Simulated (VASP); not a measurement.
Here is a VASP 6.6.1 calculation.

INCAR

```
PREC = Accurate ; ENCUT = 1000
EDIFF = 1E-6 ; ISMEAR = 0
SIGMA = 0.05 ; LREAL = Auto
LASPH = T ; NELM = 120
ALGO = Normal ; ISIF = 2
LWAVE = F ; LCHARG = F
LDIPOL = T ; IDIPOL = 3
DIPOL = 0.5 0.5 0.306 ; GGA = PE
NBANDS = 52 ; GGA_COMPAT = F
NELMDL = -8
```

Contents of KPOINTS:

```
regular mesh
0
Gamma
  4 4 1
```

POSCAR

```
Si8N
1.0
    7.7021642883      0.0000000000      0.0000000000
    0.0000000000      6.3646813592      0.0000000000
    0.0000000000      0.0000000000     22.2525434180
Si N
16 2
Direct
    0.0000000000      0.9370679227      0.1797547330
    0.5000000000      0.9370679227      0.1797547330
    0.0000000000      0.5629320773      0.1797547330
    0.5000000000      0.5629320773      0.1797547330
    0.2500000000      0.4370679227      0.2297135909
    0.7500000000      0.4370679227      0.2297135909
    0.2500000000      0.0629320773      0.2297135909
    0.7500000000      0.0629320773      0.2297135909
    0.2500000000      0.9333044641      0.3302593493
    0.7500000000      0.9333044641      0.3302593493
    0.2500000000      0.5666955359      0.3302593493
    0.7500000000      0.5666955359      0.3302593493
    0.0000000000      0.4259907503      0.3708584346
    0.5000000000      0.4259907503      0.3708584346
    0.0000000000      0.0740092497      0.3708584346
    0.5000000000      0.0740092497      0.3708584346
    0.0000000000      0.3395763693      0.5326376943
    0.0000000000      0.5124051314      0.5326376943
```

Potentials or basis: VASP PAW PBE potentials, release 64 (Si, N_h).

The run is started by

```sh
$ cat potpaw_PBE.64/Si/POTCAR potpaw_PBE.64/N_h/POTCAR > POTCAR
$ mpirun -np 1 vasp_std > vasp.out
```

(1) Predict the band gap on the k mesh.

(2) What does it give for the largest force?

Results:

(1) zero (bands 37 and 38 overlap by 0.35 eV).

(2) 1.048 eV/Å.
